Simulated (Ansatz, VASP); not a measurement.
One calculation of TiMoSe4, two programs

Contents of INCAR:

```
SYSTEM = TiMoSe4
ALGO     = Normal         ! electronic algorithm
EDIFF    = 1E-7           ! SCF threshold, eV
EDIFFG   = -0.08          ! ionic threshold
ENCUT    = 600            ! plane-wave cutoff, eV
GGA      = PE             ! functional
IBRION   = 2              ! ionic algorithm
ISIF     = 3              ! what is computed and relaxed
ISMEAR   = 0              ! smearing method
ISPIN    = 2              ! spin polarisation
LASPH    = .True.         ! aspherical terms in the spheres
LCHARG   = .False.        ! write CHGCAR
LMAXMIX  = 4              ! l up to which the mixer works
LORBIT   = 11             ! projections on sites
LREAL    = .False.        ! projectors in reciprocal space
LWAVE    = .False.        ! write WAVECAR
MAGMOM   = 1 1 0 0 0 0    ! initial moments
NELM     = 150            ! most SCF steps
NSW      = 36             ! ionic steps
PREC     = Accurate       ! precision mode
SIGMA    = 0.15           ! smearing width, eV
```

The input KPOINTS:

```
k-points
0
Gamma
  3 3 2
  0 0 0
```

File POSCAR:

```
TiMoSe4
1.0
    4.3276537000      0.0000000000      0.0000000000
   -2.1638268500      3.7478580400      0.0000000000
    0.0000000000      0.0000000000      9.1311115400
Ti Mo Se
1 1 4
Direct
    0.0000000000      0.0000000000      0.5000000000
    0.0000000000      0.0000000000      0.0000000000
    0.3333333300      0.6666666700      0.5000000000
    0.6666666700      0.3333333300      0.5000000000
    0.0000000000      0.0000000000      0.6969601800
    0.0000000000      0.0000000000      0.3030398200
```

Input for Ansatz:

```yaml
crystal:
  lattice:
    - [4.3276537, 0.0, 0.0]
    - [-2.16382685, 3.74785804, 0.0]
    - [0.0, 0.0, 9.13111154]
  atoms:
    - { symbol: Ti, position: [0.0, 0.0, 0.5], spin: 1.0 }
    - { symbol: Mo, position: [0.0, 0.0, 0.0], spin: 1.0 }
    - { symbol: Se, position: [0.33333333, 0.66666667, 0.5] }
    - { symbol: Se, position: [0.66666667, 0.33333333, 0.5] }
    - { symbol: Se, position: [0.0, 0.0, 0.69696018] }
    - { symbol: Se, position: [0.0, 0.0, 0.30303982] }
basis:
  ecutwfc: 420
kpoints:
  mp_grid: { grid: [3, 3, 2] }
hamiltonian:
  xc: pbe
scf:
  occupations: { method: gaussian, width: 0.15 }
  lower_state_search: "off"
output:
  forces: true
  stress: true
  eigenvalues: true
  populations: true
magnetization:
  spin_polarized: true
relax:
  adjacent_minimum: "off"
  f_tol: 0.08
  max_steps: 16
  cell: { stress_tol: 0.8 }
```

Alike in both runs: task relaxation of cell and atoms; functional PBE; k mesh 3 × 3 × 2; occupations gaussian, width 0.15 eV; collinear spin.

```csv
,VASP,Ansatz
version,VASP 6.6.1,Ansatz 0.2.0
potentials or method,"VASP PAW PBE potentials, release 64 (Ti_sv, Mo_sv, Se), cutoff 600 eV","scalar-relativistic, plane waves, PAW"
valence electrons in the cell,50,90
```

VASP gave:

| Property | Result |
| --- | --- |
| gap on the k mesh at the Fermi level, each at its own relaxed structure (eV) | none |
| net moment per atom (μB) | 0.48 |
| size of the moment on the site where the two differ most (μB) | 2.60 |
| relaxed volume (Å³/atom) | 31.64 |
| relaxed cell length with the largest relative difference (Å) | 4.733 |

Question: What did Ansatz give for the same quantities?

Answer: gap on the k mesh at the Fermi level, each at its own relaxed structure (eV): none; net moment per atom (μB): 0.48; size of the moment on the site where the two differ most (μB): 1.92; relaxed volume (Å³/atom): 31.47; relaxed cell length with the largest relative difference (Å): 4.713.

Site moments also hang on the region over which each program counts them. A gap of «none» marks a metal or a gap that the smearing closes. VASP's potentials hold 50 valence electrons a cell and Ansatz's 90, so a difference there can come from the potentials and not from the codes.

The k mesh is coarse, so the values compare programs but aren't converged. Noted on VASP's run: the volume moved by over 15 % at a fixed basis, so the end points are rough.
